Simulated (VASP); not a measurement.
Write the native input for VASP 6.6.1 that does the following.

```
Task                   : single point
Functional             : LDA
Potentials or basis    : VASP PAW LDA potentials, release 64 (Ti_sv)
Cutoff                 : 520 eV
k mesh                 : 10 × 10 × 10
Occupations            : fermi-dirac, width 0.02 eV
Spin                   : no spin polarisation
Dipole correction      : no
Further INCAR settings : ALGO = Normal; EDIFF = 1e-07; NBANDS = 12
```

The structure of Ti lies in POSCAR:

```
Ti
1.0
    0.0000000000      1.9885598007      1.9885598007
    1.9885598007      0.0000000000      1.9885598007
    1.9885598007      1.9885598007      0.0000000000
Ti
1
Direct
    0.0000000000      0.0000000000      0.0000000000
```

The input as run:

INCAR

```
PREC     = Accurate       # precision mode
ENCUT    = 520            # plane-wave cutoff, eV
EDIFF    = 1E-7           # SCF threshold, eV
ISMEAR   = -1             # smearing method
SIGMA    = 0.02           # smearing width, eV
LREAL    = F              # projectors in reciprocal space
LASPH    = T              # aspherical terms in the spheres
NELM     = 100            # most SCF steps
ALGO     = Normal         # electronic algorithm
ISIF     = 2              # what is computed and relaxed
LWAVE    = F              # write WAVECAR
LCHARG   = F              # write CHGCAR
NBANDS   = 12             # bands
```

KPOINTS

```
regular mesh
0
Gamma
  10 10 10
```

Potentials or basis: VASP PAW LDA potentials, release 64 (Ti_sv).

Run with:

```bash
$ cat potpaw_LDA.64/Ti_sv/POTCAR > POTCAR
$ mpirun -np 1 vasp_std > vasp.out
```

Results of the run:

```json
{
  "Pressure": "2.2 GPa",
  "Band gap on the k mesh": "zero (band 6 reaches 9.98 eV, above the bottom of band 7 at 8.80 eV)"
}
```

Wall time 3.7 s on 1 thread of Intel(R) Xeon(R) 6975P-C (Granite Rapids), with other jobs on the host, peak memory 0.13 GiB.
